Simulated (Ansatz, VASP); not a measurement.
## TiS2: VASP beside Ansatz

Contents of INCAR:

```
PREC = Accurate
ENCUT = 500
EDIFF = 1E-6
ISMEAR = -1
SIGMA = 0.02
LREAL = False
LASPH = True
NELM = 120
ALGO = Normal
ISIF = 2
LWAVE = False
LCHARG = False
GGA = CA
NBANDS = 19
GGA_COMPAT = False
```

File KPOINTS:

```
regular mesh
0
Gamma
  12 12 4
```

The input POSCAR:

```
TiS2
1.0
    3.4106015668      0.0000000000      0.0000000000
   -1.7053007834      2.9536675990      0.0000000000
    0.0000000000      0.0000000000      5.7387203108
Ti S
1 2
Direct
    0.0000000000      0.0000000000      0.0000000000
    0.3333333333      0.6666666667      0.2449123130
    0.6666666667      0.3333333333      0.7550876870
```

Input for Ansatz:

```yaml
crystal:
  lattice:
    - [3.4106015668, 0.0, 0.0]
    - [-1.7053007834, 2.953667599, 0.0]
    - [0.0, 0.0, 5.7387203108]
  atoms:
    - { symbol: Ti, position: [0.0, 0.0, 0.0] }
    - { symbol: S, position: [0.3333333333, 0.6666666667, 0.244912313] }
    - { symbol: S, position: [0.6666666667, 0.3333333333, 0.755087687] }
kpoints:
  mp_grid: { grid: [12, 12, 4] }
  band_path:
    path:
      - [0.0, 0.0, 0.0]
      - [0.5, 0.0, 0.0]
      - [0.3333333333, 0.3333333333, 0.0]
      - [0.0, 0.0, 0.5]
      - [0.5, 0.0, 0.5]
      - [0.3333333333, 0.3333333333, 0.5]
    npoints: 1
hamiltonian:
  xc: lda
scf:
  occupations: { method: fermi_dirac, width: 0.02 }
  n_extra_bands: 4
output:
  forces: true
  stress: true
  eigenvalues: true
  write_density: true
  write_potential: true
  elf: true
  volumetric_format: npy
```

Alike in both runs: task single point; functional LDA; k mesh 12 × 12 × 4; occupations fermi-dirac, width 0.02 eV; no spin polarisation.

|  | VASP | Ansatz |
| --- | --- | --- |
| version | VASP 6.6.1 | Ansatz 0.2.0 |
| potentials or method | VASP PAW LDA potentials, release 64 (Ti_sv, S) | plane waves, PAW |
| plane-wave cutoff (eV) | 500 | 420 |
| valence electrons in the cell | 24 | 24 |

```tsv
	VASP	Ansatz	Ansatz less VASP
pressure (GPa)	-5.0	-5.1	-0.08
traceless stress, the component that is largest in VASP (GPa)	1.48	1.42	-0.055
rms of the force components (eV/Å)	0.096	0.104	+0.0082
```

LDA's correlation is that of Perdew and Zunger in VASP and of Perdew and Wang (1992) in Ansatz. Atom by atom the forces differ by 0.008 eV/Å (rms over components).
